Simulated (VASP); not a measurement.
Input of a VASP 6.6.1 run:

Contents of INCAR:

```
  ALGO = Normal
  EDIFF = 1E-6
  ENCUT = 520
  GGA = PE
  ISIF = 2
  ISMEAR = -1
  LASPH = True
  LCHARG = False
  LREAL = False
  LWAVE = False
  NBANDS = 17
  NELM = 60
  PREC = Accurate
  SIGMA = 0.05
```

File KPOINTS:

```
k-points
0
Gamma
  12 12 12
```

POSCAR

```
Ca
1.0
   -3.1017354397      3.1017354397      1.6776983941
    3.1017354397     -3.1017354397      1.6776983941
    3.1017354397      3.1017354397     -1.6776983941
Ca
2
Direct
   -0.3750000000     -0.1250000000     -0.2500000000
    0.3750000000      0.1250000000      0.2500000000
```

Potentials or basis: VASP PAW PBE potentials, release 64 (Ca_sv).

The run is started by

```bash
$ cat potpaw_PBE.64/Ca_sv/POTCAR > POTCAR
$ mpirun -np 1 vasp_std > vasp.out
```

(1) Estimate the pressure.

(2) What does it give for the band gap on the k mesh?

Results:

(1) 5.6 GPa.

(2) zero (bands 10 and 11 overlap by 0.70 eV).

Caveat: the cell stands under pressure.
